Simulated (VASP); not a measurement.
A run of VASP 6.6.1 is set up as follows.

The input INCAR:

```
ALGO     = Fast           # electronic algorithm
EDIFF    = 1E-7           # SCF threshold, eV
EDIFFG   = -0.04          # ionic threshold
ENCUT    = 600            # plane-wave cutoff, eV
GGA      = PE             # functional
IBRION   = 2              # ionic algorithm
ISIF     = 3              # what is computed and relaxed
ISMEAR   = 0              # smearing method
LASPH    = T              # aspherical terms in the spheres
LCHARG   = F              # write CHGCAR
LREAL    = F              # projectors in reciprocal space
LWAVE    = F              # write WAVECAR
NELM     = 80             # most SCF steps
NSW      = 90             # ionic steps
PREC     = Accurate       # precision mode
SIGMA    = 0.1            # smearing width, eV
```

The input KPOINTS:

```
k-points
0
Gamma
  6 6 4
```

POSCAR

```
InSbO2
1.0
    3.4433103100      0.0000000000      0.0000000000
    0.0000000000      3.5406473800      0.0000000000
    0.0000000000      0.0000000000      6.1730040500
In Sb O
1 1 2
Direct
    0.0000000000      0.0000000000      0.0000000000
    0.5000000000      0.5000000000      0.5000000000
    0.0000000000      0.5000000000      0.7404888900
    0.0000000000      0.5000000000      0.2595111100
```

Potentials or basis: VASP PAW PBE potentials, release 64 (In_d, Sb, O).

Run with:

```sh
$ cat potpaw_PBE.64/In_d/POTCAR potpaw_PBE.64/Sb/POTCAR potpaw_PBE.64/O/POTCAR > POTCAR
$ mpirun -np 1 vasp_std > vasp.out
```

Question: Predict the relaxed volume.

Answer: 17.70 Å³/atom.

Question: Estimate the band gap on the k mesh.

Answer: Zero (bands 15 and 16 overlap by 0.38 eV).

Question: Estimate the space group after relaxing (to 0.1 Å).

Answer: Pmmm (No. 47).

Question: Predict the relaxed cell.

Answer: a = 3.486 Å, b = 3.294 Å, c = 6.167 Å, α = 90.00°, β = 90.00°, γ = 90.00°.

Stress tensor (GPa, compression positive):
```
 0.18  0.00  0.00
 0.00 -0.11  0.00
 0.00  0.00 -0.29
```

Caveat: spin-orbit coupling is left out, which moves the levels of the heavy elements.
